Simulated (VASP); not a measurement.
# AlGa3N4 (Cm) in VASP: single point with r2SCAN

Aim: the single point of AlGa3N4 with r2SCAN.

Program: VASP 6.6.1. These are calculated values, not measurements. Logs are shortened: lines on timing, memory, paths and dates and some standing lists are left out, and cuts for length are marked.

## (1) The cell of the first run

The structure is monoclinic, space group Cm (No. 8). The conventional cell has a = 6.315 Å, b = 6.315 Å, c = 4.465 Å, α = 90.00°, β = 90.00°, γ = 90.00°. Within 2.5 Å of Al (site symmetry m) lie 4 N at 1.89 Å. Within 2.5 Å of Ga (site symmetry 1) lie 4 N at 1.91 to 1.99 Å. Ga (site symmetry m) has 4 N at 1.87 to 2.03 Å within 2.5 Å. Within 2.5 Å of N (site symmetry m) lie 1 Al at 1.89 Å and 3 Ga at 1.91 to 2.03 Å. Within 2.5 Å of N (site symmetry 1) lie 1 Al at 1.89 Å and 3 Ga at 1.91 to 1.99 Å. Within 2.5 Å of N (site symmetry m) lie 3 Ga at 1.87 to 1.99 Å and 1 Al at 1.89 Å.

## (2) Single point, r2SCAN (atoms displaced along a vibrational mode)

POSCAR

```
AlGa3N4
1.0
    4.4653444470      0.0000000000      0.0000000000
    0.0000000000      4.4653444470      0.0000000000
    0.0000000000      0.0000000000      4.4653444470
Al Ga N
1 3 4
Direct
    0.0000000000      0.0000000000      0.0000000000
    0.5016262139      0.5000000000      0.0000000000
    0.4983737861      0.0000000000      0.5016262139
    0.0000000000      0.5000000000      0.4983737861
    0.7622080002      0.7416371649      0.2377919998
    0.7484941100      0.2446489449      0.7622080002
    0.2515058900      0.7690649453      0.7484941100
    0.2377919998      0.2446489449      0.2515058900
```

INCAR.step1

```
ALGO = Normal
EDIFF = 1E-4
ENCUT = 520
GGA = PE
ISMEAR = 0
LASPH = True
LCHARG = False
LREAL = False
LWAVE = True
NBANDS = 41
NELM = 100
PREC = Accurate
SIGMA = 0.05
```

INCAR.step2

```
ALGO = Normal
EDIFF = 1E-7
ENCUT = 520
ISIF = 2
ISMEAR = 0
ISTART = 1
LASPH = True
LCHARG = True
LELF = True
LMIXTAU = True
LREAL = False
LVHAR = True
LWAVE = False
METAGGA = R2SCAN
NBANDS = 41
NELM = 100
PREC = Accurate
SIGMA = 0.05
```

KPOINTS

```
k-points
0
Gamma
  6 6 6
```

Potentials or basis: VASP PAW PBE potentials, release 64 (Al, Ga_d, N).

The run is started by

```console
cat potpaw_PBE.64/Al/POTCAR potpaw_PBE.64/Ga_d/POTCAR potpaw_PBE.64/N/POTCAR > POTCAR
cp INCAR.step1 INCAR
mpirun -np 1 vasp_std > vasp.out
cp INCAR.step2 INCAR
mpirun -np 1 vasp_std > vasp.out
```

OUTCAR:

```text
EDIFF = 1E-7
   ENCUT = 520
   ISIF = 2
   ISMEAR = 0
   ISTART = 1
   LASPH = True
   LREAL = False
   METAGGA = R2SCAN
   NELM = 100
   PREC = Accurate

 ion  position               nearest neighbor table
   1  0.000  0.000  0.000-   6 1.89   8 1.89   7 1.89   5 1.89
   2  0.502  0.500  0.000-   6 1.91   5 1.91   8 1.99   7 1.99
   3  0.498  0.000  0.502-   7 1.87   6 1.95   8 1.95   5 2.03
   4  0.000  0.500  0.498-   8 1.91   5 1.91   6 1.99   7 1.99
   5  0.762  0.742  0.238-   1 1.89   4 1.91   2 1.91   3 2.03
   6  0.748  0.245  0.762-   1 1.89   2 1.91   3 1.95   4 1.99
   7  0.252  0.769  0.748-   3 1.87   1 1.89   2 1.99   4 1.99
   8  0.238  0.245  0.252-   1 1.89   4 1.91   3 1.95   2 1.99

  LATTYP: Found a simple cubic cell.
 ALAT       =     4.4653444470

  Lattice vectors:

 A1 = (   4.4653444470,   0.0000000000,   0.0000000000)
 A2 = (   0.0000000000,   4.4653444470,   0.0000000000)
 A3 = (   0.0000000000,   0.0000000000,   4.4653444470)

Analysis of symmetry for initial positions (statically):
=====================================================================
 Subroutine PRICEL returns:
 Original cell was already a primitive cell.

 Routine SETGRP: Setting up the symmetry group for a
 simple cubic supercell.

 Subroutine GETGRP returns: Found  2 space group operations
 (whereof  2 operations were pure point group operations)
 out of a pool of 48 trial point group operations.

The static configuration has the point symmetry C_1h.

Analysis of symmetry for dynamics (positions and initial velocities):
=====================================================================
 Subroutine PRICEL returns:
 Original cell was already a primitive cell.

 Routine SETGRP: Setting up the symmetry group for a
 simple cubic supercell.

 Subroutine GETGRP returns: Found  2 space group operations
 (whereof  2 operations were pure point group operations)
 out of a pool of 48 trial point group operations.

The dynamic configuration has the point symmetry C_1h.

 Subroutine INISYM returns: Found  2 space group operations
 (whereof  2 operations are pure point group operations),
 and found     1 'primitive' translations

----------------------------------------------------------------------------------------

                                     Primitive cell

  volume of cell :      89.0358
[... 105 lines left out ...]
   IBRION =     -1    ionic relax: 0-MD 1-quasi-New 2-CG
   NFREE  =      0    steps in history (QN), initial steepest desc. (CG)
   ISIF   =      2    stress and relaxation
   ISYM   =      2    0-nonsym 1-usesym 2-fastsym
   POTIM  = 0.5000    time-step for ionic-motion
   TEBEG  =    0.0;   TEEND  =   0.0 temperature during run
   PSTRESS=    0.0 pullay stress
   NELECT =      62.0000    total number of electrons
   NUPDOWN=      -1.0000    fix difference up-down
   EMIN   =  10.00;   EMAX   =-10.00  energy-range for DOS
   EFERMI =   0.00;   METHOD = LEGACY
   ISMEAR =     0;   SIGMA  =   0.05  broadening in eV -4-tet -1-fermi 0-gaus
   EFERMI_NEDOS =   21; number of points for ismear=-14 and -15
   IALGO  =     38    algorithm
   IMIX   =      4    mixing-type and parameters
     AMIX     =   0.40;   BMIX     =  1.00
     AMIX_MAG =   1.60;   BMIX_MAG =  1.00
  volume/ion in A,a.u.               =      11.13        75.11
  Fermi-wavevector in a.u.,A,eV,Ry     =   1.451055  2.742096 28.647877  2.105560
  Thomas-Fermi vector in A             =   2.568596
   LORBIT       =      0    0 simple, 1 ext, 2 COOP (PROOUT), +10 PAW based schemes
   METAGGA = R2SCAN    functional components
   LHFCALC =     F    Hartree Fock is set to
   AEXX    =    0.0000 exact exchange contribution
   IVDW    =     0    specifies the selected vdW correction
   LEPSILON=     F    determine dielectric tensor
   LRPA    =     F    only Hartree local field effects (RPA)
 non-spin polarized calculation
 Gauss-broadening in eV      SIGMA  =   0.05
  energy-cutoff  :      520.00
  volume of cell :       89.04
 maximum number of plane-waves:      2440
 NGX is ok and might be reduce to    36
   NGX = 17   NGY = 17   NGZ = 17

 number of electron      61.9999968 magnetization

 Free energy of the ion-electron system (eV)
  ---------------------------------------------------
  ext. energy  EPLUGINS =         0.00000000
  ---------------------------------------------------
  free energy    TOTEN  =       -84.70895463 eV

  energy without entropy =      -84.70895463  energy(sigma->0) =      -84.70895463

 E-fermi :   5.4917     XC(G=0): -12.3811

 val. band max:        5.1957162497   @ k =   0.0000   0.0000   0.0000
 cond. band min:       7.9914363481   @ k =   0.0000   0.0000   0.0000
 fundamental gap:      2.7957200984
 Fermi energy:         5.4916739623

 k-point     1 :       0.0000    0.0000    0.0000
  band No.  band energies     occupation
      1     -11.3194      2.00000
      2      -9.9448      2.00000
      3      -9.9336      2.00000
      4      -9.9230      2.00000
      5      -8.3256      2.00000
      6      -8.3235      2.00000
[... 1045 lines left out ...]
     40      15.7269      0.00000
     41      16.0076      0.00000

 [... further k-points ...]

------------------------ aborting loop because EDIFF is reached ----------------------------------------

  FORCE on cell =-STRESS in cart. coord.  units (eV):
  Direction    XX          YY          ZZ          XY          YZ          ZX
  --------------------------------------------------------------------------------------
  -------------------------------------------------------------------------------------
  Total        0.7359751      0.7030212      0.7359751      0.0141565     -0.0141904     -0.1338177
  in kB       13.2436834     12.6506864     13.2436834      0.2547432     -0.2553531     -2.4080150
  external PRESSURE =      13.0460177 kB  Pullay stress =       0.0000000 kB

 VOLUME and BASIS-vectors are now :
 -----------------------------------------------------------------------------
  energy-cutoff  :      520.00
  volume of cell :       89.04
      direct lattice vectors                 reciprocal lattice vectors
     4.465344447  0.000000000  0.000000000     0.223946890  0.000000000  0.000000000
     0.000000000  4.465344447  0.000000000     0.000000000  0.223946890  0.000000000
     0.000000000  0.000000000  4.465344447     0.000000000  0.000000000  0.223946890

 POSITION                                       TOTAL-FORCE (eV/Angst)
 -----------------------------------------------------------------------------------
      0.00000      0.00000      0.00000         0.000150     -0.003672     -0.000150
      2.23993      2.23267      0.00000        -0.716823      0.021907      0.002267
      2.22541      0.00000      2.23993         0.739252      0.199786     -0.739252
      0.00000      2.23267      2.22541        -0.002267      0.021907      0.716823
      3.40352      3.31167      1.06182        -0.427314      1.186393      0.427314
      3.34228      1.09244      3.40352         0.641228     -0.110527     -0.549422
      1.12306      3.43414      3.34228        -0.783648     -1.205268      0.783648
      1.06182      1.09244      1.12306         0.549422     -0.110527     -0.641228
 -----------------------------------------------------------------------------------
    total drift:                                0.001278      0.000101     -0.001278

  FREE ENERGIE OF THE ION-ELECTRON SYSTEM (eV)
  ---------------------------------------------------
  free  energy   TOTEN  =       -84.7089546338 eV

  energy  without entropy=      -84.7089546338  energy(sigma->0) =      -84.70895463
```

OUTCAR.step1:

```text
EDIFF = 1E-4
   ENCUT = 520
   GGA = PE
   ISMEAR = 0
[... 1301 lines left out ...]
      3.40352      3.31167      1.06182        -0.395174      1.145134      0.395174
      3.34228      1.09244      3.40352         0.624876     -0.118184     -0.512739
      1.12306      3.43414      3.34228        -0.761992     -1.140182      0.761992
      1.06182      1.09244      1.12306         0.512739     -0.118184     -0.624876
 -----------------------------------------------------------------------------------
    total drift:                               -0.000036      0.000201      0.000036

  FREE ENERGIE OF THE ION-ELECTRON SYSTEM (eV)
  ---------------------------------------------------
  free  energy   TOTEN  =       -51.0910011155 eV

  energy  without entropy=      -51.0910011155  energy(sigma->0) =      -51.09100112
```

Run time: 17 min. Hardware: 1 thread of Intel Xeon 8259CL, shared host; peak memory 0.35 GiB.

What came out:

```
Free energy            : -84.7090 eV
Pressure               : 1.3 GPa
Largest force          : 1.637 eV/Å
Band gap on the k mesh : 2.80 eV
```

Forces in eV/Å, atoms in the order of the input:
```
Al   0.000 -0.004  0.000
Ga  -0.717  0.022  0.002
Ga   0.739  0.200 -0.739
Ga  -0.002  0.022  0.717
N   -0.427  1.186  0.427
N    0.641 -0.111 -0.549
N   -0.784 -1.205  0.784
N    0.549 -0.111 -0.641
```

Stress tensor (GPa, compression positive):
```
 1.32  0.03 -0.24
 0.03  1.27 -0.03
-0.24 -0.03  1.32
```

Caveat: the cell differs from its parent crystal (atoms displaced along a vibrational mode); the PAW data sets were made with another functional, which shifts forces and pressure a little.
